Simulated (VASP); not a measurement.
BaS:

```
Ba S
1.0
     3.83376    0.00000    0.00000
     0.00000    3.83376    0.00000
     0.00000    0.00000    3.89050
Ba S
1 1
Cartesian
  0.0000 0.0000 0.0000
  1.9169 1.9169 1.9452
```

This cell differs from its parent crystal: uniaxial z strain +1.5%.

Base run:

```yaml
Program: VASP 6.6.1
Functional: r2SCAN
Potentials_or_basis: VASP PAW PBE potentials, release 64 (Ba_sv, S)
Cutoff: 520 eV
k_mesh: 6 × 6 × 6
Occupations: gaussian, width 0.01 eV
Spin: no spin polarisation
```

Its results: band gap on the k mesh 1.79 eV, indirect (least direct gap 1.90 eV); pressure 0.2 GPa.

**Question.** The run is repeated on the same cell with these changes: functional from r2SCAN to HSE06; k mesh from 6 × 6 × 6 to 4 × 4 × 4. What comes out?

**Answer.** Band gap on the k mesh 2.31 eV, indirect (least direct gap 2.45 eV); pressure -0.3 GPa.

Several settings changed at once, so the effect can't be laid on one alone.

Caveats: the PAW data sets were made with another functional, which shifts forces and pressure a little; spin-orbit coupling is left out, which moves the levels of the heavy elements.

A k mesh can miss the band edges.
